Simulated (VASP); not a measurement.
A run of VASP 6.6.1:

INCAR

```
SYSTEM = PtSe2
PREC     = Accurate       ! precision mode
ENCUT    = 600            ! plane-wave cutoff, eV
EDIFF    = 1E-6           ! SCF threshold, eV
ISMEAR   = -1             ! smearing method
SIGMA    = 0.05           ! smearing width, eV
LREAL    = .False.        ! projectors in reciprocal space
LASPH    = .True.         ! aspherical terms in the spheres
NELM     = 100            ! most SCF steps
ALGO     = Normal         ! electronic algorithm
ISIF     = 3              ! what is computed and relaxed
LWAVE    = .False.        ! write WAVECAR
LCHARG   = .False.        ! write CHGCAR
GGA      = PS             ! functional
IBRION   = 2              ! ionic algorithm
NSW      = 80             ! ionic steps
EDIFFG   = -0.005         ! ionic threshold
PSTRESS  = 100.0
```

Contents of KPOINTS:

```
Automatic mesh
0
Gamma
  8 8 5
  0 0 0
```

Contents of POSCAR:

```
PtSe2
1.0
    3.7240000000      0.0000000000      0.0000000000
   -1.8620000000      3.2250786037      0.0000000000
    0.0000000000      0.0000000000      5.0620000000
Pt Se
1 2
Direct
    0.0000000000      0.0000000000      0.0000000000
    0.6666666667      0.3333333333      0.7500000000
    0.3333333333      0.6666666667      0.2500000000
```

Potentials or basis: VASP PAW PBE potentials, release 64 (Pt, Se).

Launch:

```bash
$ cat potpaw_PBE.64/Pt/POTCAR potpaw_PBE.64/Se/POTCAR > POTCAR
$ mpirun -np 1 vasp_std > vasp.out
```

Hardware: 1 thread of Intel(R) Xeon(R) 6975P-C (Granite Rapids), with other jobs on the host.

Task: How long does it take, and how much memory?

Result: Run time: 4 min on 1 thread of Intel(R) Xeon(R) 6975P-C (Granite Rapids) (shared host), peak memory 0.23 GiB. Counts: scf iterations 108, k points 40, ion steps 15.
